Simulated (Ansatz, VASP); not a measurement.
# NbSi in VASP and in Ansatz

```xyz
2
Lattice="3.1564 0.0000 0.0000 0.0000 3.1564 0.0000 0.0000 0.0000 3.1564" Properties=species:S:1:pos:R:3 pbc="T T T"
Nb    0.0000    0.0000    0.0000
Si    1.5782    1.5782    1.5782
```

Alike in both runs: task single point; functional PBE; k mesh 5 × 5 × 5; occupations fermi-dirac, width 0.04 eV; no spin polarisation.

|  | VASP | Ansatz |
| --- | --- | --- |
| version | VASP 6.6.1 | Ansatz 0.2.0 |
| potentials or method | VASP PAW PBE potentials, release 64 (Nb_sv, Si), cutoff 520 eV | all-electron LAPW, scalar-relativistic |

|  | VASP | Ansatz | Ansatz less VASP |
| --- | --- | --- | --- |
| gap on the k mesh at the Fermi level (eV) | none | none | - |
| pressure (GPa) | -1.0 | -0.8 | +0.20 |

A gap of «none» marks a metal or a gap that the smearing closes. Ansatz ran all-electron here, and VASP with PAW potentials.

The k mesh is coarse, so the values compare programs but aren't converged. Noted on Ansatz's run: the k mesh is thin for a metal, which can move the energy by tens of meV per atom.
